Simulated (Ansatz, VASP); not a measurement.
# One calculation of CdS, two programs

```
CELL_PARAMETERS angstrom
4.19712 0.00000 0.00000
-2.09856 3.63481 0.00000
0.00000 0.00000 6.82790
ATOMIC_POSITIONS crystal
Cd 0.33333 0.66667 0.00416
Cd 0.66667 0.33333 0.50416
S 0.33333 0.66667 0.38084
S 0.66667 0.33333 0.88084
```

Alike in both runs: task single point; functional PBE; k mesh 12 × 12 × 4; occupations gaussian, width 0.02 eV; no spin polarisation.

|  | VASP | Ansatz |
| --- | --- | --- |
| version | VASP 6.6.1 | Ansatz 0.2.0 |
| potentials or method | VASP PAW PBE potentials, release 64 (Cd, S), cutoff 520 eV | scalar-relativistic, plane waves, PAW |
| valence electrons in the cell | 36 | 52 |

|  | VASP | Ansatz | Ansatz less VASP |
| --- | --- | --- | --- |
| gap on the k mesh at the Fermi level (eV) | 1.11 | 1.11 | -0.001 |
| least direct gap on the mesh (eV) | 1.11 | 1.11 | -0.001 |

The functional is the same, so the differences come from potentials, cutoffs and numerics. VASP's potentials hold 36 valence electrons a cell and Ansatz's 52, so a difference there can come from the potentials and not from the codes.
